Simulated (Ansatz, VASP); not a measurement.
## Two plane-wave programs on RbCl

```
CELL_PARAMETERS angstrom
0.00000 3.30581 3.30581
3.30581 0.00000 3.30581
3.30581 3.30581 0.00000
ATOMIC_POSITIONS crystal
Rb 0.00000 0.00000 0.00000
Cl 0.50000 0.50000 0.50000
```

Alike in both runs: task single point; functional LDA; k mesh 6 × 6 × 6; no spin polarisation.

|  | VASP | Ansatz |
| --- | --- | --- |
| version | VASP 6.6.1 | Ansatz 0.2.0 |
| potentials or method | VASP PAW LDA potentials, release 64 (Rb_sv, Cl) | plane waves, PAW |
| plane-wave cutoff (eV) | 500 | 420 |
| occupations | gaussian, width 0.01 eV | fixed |
| valence electrons in the cell | 16 | 16 |

Ansatz gave:

```
gap on the k mesh at the Fermi level (eV) : 4.51
```

Problem. What did VASP give for the same quantities?

Solution. gap on the k mesh at the Fermi level (eV): 4.52.

LDA's correlation is that of Perdew and Zunger in VASP and of Perdew and Wang (1992) in Ansatz.
